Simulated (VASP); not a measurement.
Runs of VASP 6.6.1 on InAs. The structure is that of space group F-43m (No. 216), or close to it. The cells are those of the table. 

```csv
task,cell,cutoff (eV),gap on the mesh (eV),pressure (GPa)
single point,"a = 4.216 Å, angles 60.0°, 2 atoms",520,none,4.1
single point,"a = 4.305 Å, angles 60.0°, 2 atoms",520,none,0.1
relaxation of cell and atoms,"relaxed to 1 GPa from a = 4.305 Å, angles 60.0°, 2 atoms",600,none,1.0
relaxation of cell and atoms,"relaxed from a = 4.268 Å, angles 60.0°, 2 atoms",600,none,0.0
single point,"a = 4.057 Å, angles 60.0°, 2 atoms",520,0.51,(a)
relaxation of cell and atoms,"relaxed to 15 GPa from a = 4.305 Å, angles 60.0°, 2 atoms",600,0.51,15.0
single point,"a = 4.280 Å, angles 60.0°, 2 atoms",520,none,1.1
```

Alike in all rows: level PBEsol; potentials or basis VASP PAW PBE potentials, release 64 (In_d, As); no spin polarisation; k mesh 14 × 14 × 14; smearing fermi-dirac 0.08 eV.

Problem. Fill in the values left out.

Solution. (a) 15.2.

Caveats: semilocal functionals underestimate gaps, and a narrow one can read as zero; the PAW data sets were made with another functional, which shifts forces and pressure a little; spin-orbit coupling is left out, which moves the levels of the heavy elements; the cell stands under pressure (at least some runs); the cell is relaxed towards a set pressure, so the run minimises the enthalpy, not the energy (at least some runs).

A k mesh can miss the band edges, and the runs leave out spin-orbit coupling on As, In.

A gap of «none» marks levels without a gap at the run's occupations.
